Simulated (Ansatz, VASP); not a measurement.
## One calculation of KI, two programs

Contents of INCAR:

```
SYSTEM = KI
PREC = Accurate
ENCUT = 520
EDIFF = 1E-8
ISMEAR = -1
SIGMA = 0.02
LREAL = .False.
LASPH = .True.
NELM = 100
ALGO = Normal
ISIF = 2
LWAVE = .False.
LCHARG = .False.
GGA = PE
LEFG = .True.
NBANDS = 15
```

Contents of KPOINTS:

```
regular mesh
0
Gamma
  6 6 6
  0 0 0
```

POSCAR

```
KI
1.0
    0.0352455000      3.5245500000      3.5245500000
    3.5245500000      0.0352455000      3.5245500000
    3.5597955000      3.5597955000      0.0000000000
K I
1 1
Direct
    0.0000000000      0.0000000000      0.0000000000
    0.5000000000      0.5000000000      0.5000000000
```

Input for Ansatz:

```yaml
crystal:
  lattice:
    - [0.0352455, 3.52455, 3.52455]
    - [3.52455, 0.0352455, 3.52455]
    - [3.5597955, 3.5597955, 0.0]
  atoms:
    - { symbol: K, position: [0.0, 0.0, 0.0] }
    - { symbol: I, position: [0.5, 0.5, 0.5] }
kpoints:
  mp_grid: { grid: [6, 6, 6] }
scf:
  occupations: { method: fermi_dirac, width: 0.02 }
hamiltonian:
  xc: pbe
  pseudopotentials: { kind: paw }
output:
  forces: true
  stress: true
  eigenvalues: true
  efg: { contact_densities: true }
```

Change from the starting cell: xy shear strain of +2 %, PAW files.

Alike in both runs: task electric field gradients; functional PBE; k mesh 6 × 6 × 6; occupations fermi-dirac, width 0.02 eV; no spin polarisation.

|  | VASP | Ansatz |
| --- | --- | --- |
| version | VASP 6.6.1 | Ansatz 0.2.0 |
| potentials or method | VASP PAW PBE potentials, release 64 (K_sv, I) | PAW with Ansatz's default frozen-core files, scalar-relativistic |
| plane-wave cutoff (eV) | 520 | 420 |
| valence electrons in the cell | 16 | 26 |

VASP gave:

```
gap on the k mesh at the Fermi level (eV)                     : 3.95
pressure (GPa)                                                : 0.7
traceless stress, the component that is largest in VASP (GPa) : -0.07
size of Vzz on the site where it differs most (V/Å²)          : 5.3
```

Estimate Ansatz's values.

gap on the k mesh at the Fermi level (eV): 3.96; pressure (GPa): 0.7; traceless stress, the component that is largest in VASP (GPa): -0.07; size of Vzz on the site where it differs most (V/Å²): 5.5.

VASP's potentials hold 16 valence electrons a cell and Ansatz's 26, so a difference there can come from the potentials and not from the codes.

Neither program's run includes spin-orbit coupling.
